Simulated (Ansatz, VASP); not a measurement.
**Two plane-wave programs on Al**

```
Al
1.0
     2.04241   -2.00984    0.00000
     2.04241    2.00984    0.00000
     0.00000    0.00000    8.07179
Al
4
Cartesian
  2.0424 -1.0049 1.0091
  2.0424 -1.0049 5.0450
  2.0424 1.0049 7.0627
  2.0424 1.0049 3.0268
```

Alike in both runs: functional PBE; k mesh 6 × 6 × 4; occupations gaussian, width 0.1 eV; no spin polarisation.

Ansatz relaxed the structure, and its values are those at the end. VASP's run is a single point on that final structure, the one shown.

|  | VASP | Ansatz |
| --- | --- | --- |
| version | VASP 6.6.1 | Ansatz 0.2.0 |
| potentials or method | VASP PAW PBE potentials, release 64 (Al), cutoff 500 eV | scalar-relativistic, plane waves, PAW |
| valence electrons in the cell | 12 | 12 |

```tsv
	VASP	Ansatz	Ansatz less VASP
gap on the k mesh at the Fermi level (eV)	none	none	-
pressure (GPa)	-0.1	0.0	+0.04
```

A gap of «none» marks a metal or a gap that the smearing closes.

The k mesh is coarse, so the values compare programs but aren't converged.
